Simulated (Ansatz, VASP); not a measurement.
Al: VASP beside Ansatz

The input POSCAR:

```
Al
1.0
   -1.6256386433      1.6256386433      1.6256386433
    1.6256386433     -1.6256386433      1.6256386433
    1.6256386433      1.6256386433     -1.6256386433
Al
1
Direct
    0.0000000000      0.0000000000      0.0000000000
```

The input INCAR.step1:

```
SYSTEM = Al
ALGO = Normal ; EDIFF = 1E-4
ENCUT = 520 ; GGA = PE
ISMEAR = 0 ; LASPH = .True.
LCHARG = .False. ; LREAL = .False.
LWAVE = .True. ; NBANDS = 8
NELM = 80 ; PREC = Accurate
SIGMA = 0.1
```

The input INCAR.step2:

```
SYSTEM = Al
ALGO = Normal ; EDIFF = 1E-7
ENCUT = 520 ; ISIF = 2
ISMEAR = 0 ; ISTART = 1
LASPH = .True. ; LCHARG = .False.
LMIXTAU = .True. ; LREAL = .False.
LWAVE = .False. ; METAGGA = R2SCAN
NBANDS = 8 ; NELM = 80
PREC = Accurate ; SIGMA = 0.1
```

Contents of KPOINTS:

```
k-points
0
Gamma
  18 18 18
  0 0 0
```

Input for Ansatz:

```yaml
crystal:
  lattice:
    - [-1.6256386433, 1.6256386433, 1.6256386433]
    - [1.6256386433, -1.6256386433, 1.6256386433]
    - [1.6256386433, 1.6256386433, -1.6256386433]
  atoms:
    - { symbol: Al, position: [0.0, 0.0, 0.0] }
basis:
  ecutwfc: 500
kpoints:
  mp_grid: { grid: [18, 18, 18] }
hamiltonian:
  xc: r2scan
scf:
  occupations: { method: gaussian, width: 0.1 }
output:
  forces: true
  stress: true
  eigenvalues: true
  write_density: true
  write_potential: true
  elf: true
  volumetric_format: npy
```

Alike in both runs: task single point; functional r2SCAN; k mesh 18 × 18 × 18; occupations gaussian, width 0.1 eV; no spin polarisation.

|  | VASP | Ansatz |
| --- | --- | --- |
| version | VASP 6.6.1 | Ansatz 0.2.0 |
| potentials or method | VASP PAW PBE potentials, release 64 (Al), cutoff 520 eV | scalar-relativistic, plane waves, PAW |
| valence electrons in the cell | 3 | 3 |

VASP gave:

```
gap on the k mesh at the Fermi level (eV) : none
pressure (GPa)                            : -4.4
```

Estimate Ansatz's values.

gap on the k mesh at the Fermi level (eV): none; pressure (GPa): -4.2.

VASP's potentials were made for PBE, not for r2SCAN. A gap of «none» marks a metal or a gap that the smearing closes. The functional is the same, so the differences come from potentials, cutoffs and numerics.
